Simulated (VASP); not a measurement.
Write the native input for VASP 6.6.1 that does the following.

- Task: single point
- Functional: r2SCAN
- Potentials or basis: VASP PAW PBE potentials, release 64 (Mg, S)
- Cutoff: 520 eV
- k mesh: 8 × 8 × 8
- Occupations: gaussian, width 0.01 eV
- Spin: no spin polarisation
- Dipole correction: no
- Further INCAR settings: ALGO = Normal; EDIFF = 1e-07; NBANDS = 11

Crystal: MgS.

```
CELL_PARAMETERS angstrom
0.00000 2.53726 2.60152
2.53726 0.00000 2.60152
2.53726 2.53726 0.00000
ATOMIC_POSITIONS crystal
Mg 0.00000 0.00000 0.00000
S 0.50000 0.50000 0.50000
```

This cell differs from its parent crystal: biaxial xy strain -2.5%.

These files were run (other wordings do the same):

POSCAR

```
MgS
1.0
    0.0000000000      2.5372604440      2.6015179370
    2.5372604440      0.0000000000      2.6015179370
    2.5372604440      2.5372604440      0.0000000000
Mg S
1 1
Direct
    0.0000000000      0.0000000000      0.0000000000
    0.5000000000      0.5000000000      0.5000000000
```

INCAR.step1

```
  PREC = Accurate
  ENCUT = 520
  ISMEAR = 0
  SIGMA = 0.01
  LREAL = False
  LASPH = True
  NELM = 100
  NBANDS = 11
  GGA = PE
  ALGO = Normal
  EDIFF = 1E-4
  LWAVE = True
  LCHARG = False
```

INCAR.step2

```
  PREC = Accurate
  ENCUT = 520
  EDIFF = 1E-7
  ISMEAR = 0
  SIGMA = 0.01
  LREAL = False
  LASPH = True
  NELM = 100
  ALGO = Normal
  ISIF = 2
  LWAVE = False
  LCHARG = True
  METAGGA = R2SCAN
  LMIXTAU = True
  LELF = True
  LVHAR = True
  NBANDS = 11
  ISTART = 1
```

KPOINTS

```
regular mesh
0
Gamma
  8 8 8
```

Potentials or basis: VASP PAW PBE potentials, release 64 (Mg, S).

Launch:

```bash
$ cat potpaw_PBE.64/Mg/POTCAR potpaw_PBE.64/S/POTCAR > POTCAR
$ cp INCAR.step1 INCAR
$ mpirun -np 1 vasp_std > vasp.out
$ cp INCAR.step2 INCAR
$ mpirun -np 1 vasp_std > vasp.out
```

Results of the run:

```yaml
Pressure: 4.0 GPa
Band_gap_on_the_k_mesh: 3.43 eV (least direct gap 4.98 eV)
```

Caveat: the cell differs from its parent crystal (biaxial xy strain -2.5%); the cell stands under pressure; the PAW data sets were made with another functional, which shifts forces and pressure a little.

Wall time 100 s on 1 thread of Intel(R) Xeon(R) Platinum 8259CL CPU @ 2.50GHz (Skylake/Cascade Lake), on a shared host, peak memory 0.18 GiB.
